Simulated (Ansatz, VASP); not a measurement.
Hg in VASP and in Ansatz

```
Hg
1.0
     0.00000    2.31687    2.31687
     2.31687    0.00000    2.31687
     2.31687    2.31687    0.00000
Hg
1
Direct
  0.00000 0.00000 0.00000
```

Alike in both runs: functional PBE; dispersion D3(BJ); k mesh 16 × 16 × 16; occupations gaussian, width 0.1 eV; no spin polarisation.

Ansatz relaxed the structure, and its values are those at the end. VASP's run is a single point on that final structure, the one shown.

|  | VASP | Ansatz |
| --- | --- | --- |
| version | VASP 6.6.1 | Ansatz 0.2.0 |
| potentials or method | VASP PAW PBE potentials, release 64 (Hg), cutoff 520 eV | scalar-relativistic, plane waves, PAW |
| valence electrons in the cell | 12 | 20 |

|  | VASP | Ansatz | Ansatz less VASP |
| --- | --- | --- | --- |
| gap on the k mesh at the Fermi level (eV) | none | none | - |
| pressure (GPa) | 0.2 | 0.0 | -0.24 |

A gap of «none» marks a metal or a gap that the smearing closes. VASP's potentials hold 12 valence electrons a cell and Ansatz's 20, so a difference there can come from the potentials and not from the codes.

Neither program's run includes spin-orbit coupling.
